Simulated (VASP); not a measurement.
Wanted: the native input for a VASP 6.6.1 run.

* Task: single point
* Functional: LDA
* Potentials or basis: VASP PAW LDA potentials, release 64 (Ta_pv, N)
* Cutoff: 520 eV
* k mesh: 9 × 9 × 12
* Occupations: fermi-dirac, width 0.15 eV
* Spin: no spin polarisation
* Dipole correction: no
* Further INCAR settings: ALGO = Normal; EDIFF = 1e-07; NBANDS = 33

The structure of TaN (lda) lies in POSCAR:

```
TaN
1.0
    5.1489484862      0.0000000000      0.0000000000
   -2.5744742431      4.4591201919      0.0000000000
    0.0000000000      0.0000000000      2.8755105012
Ta N
3 3
Direct
    0.0000000000      0.0000000000      0.0000000000
    0.3333333333      0.6666666667      0.5000000000
    0.6666666667      0.3333333333      0.5000000000
    0.3934019272      0.0000000000      0.0000000000
    0.6065980728      0.6065980728      0.0000000000
    0.0000000000      0.3934019272      0.0000000000
```

The input as run:

INCAR

```
PREC = Accurate ; ENCUT = 520
EDIFF = 1E-7 ; ISMEAR = -1
SIGMA = 0.15 ; LREAL = F
LASPH = T ; NELM = 100
ALGO = Normal ; ISIF = 2
LWAVE = F ; LCHARG = T
LELF = T ; LVHAR = T
NBANDS = 33
```

KPOINTS

```
Automatic mesh
0
Gamma
  9 9 12
```

Potentials or basis: VASP PAW LDA potentials, release 64 (Ta_pv, N).

Command:

```sh
$ cat potpaw_LDA.64/Ta_pv/POTCAR potpaw_LDA.64/N/POTCAR > POTCAR
$ mpirun -np 1 vasp_std > vasp.out
```

It gave:

```json
{"Pressure": "1.9 GPa", "Largest force": "0.013 eV/Å", "Band gap on the k mesh": "zero (band 24 reaches 10.47 eV, above the bottom of band 25 at 7.21 eV)"}
```

Caveat: spin-orbit coupling is left out, which moves the levels of the heavy elements.

Run time: 3 min on 1 thread of Intel(R) Xeon(R) Platinum 8259CL CPU @ 2.50GHz (Skylake/Cascade Lake), on a shared host, peak memory 0.27 GiB.
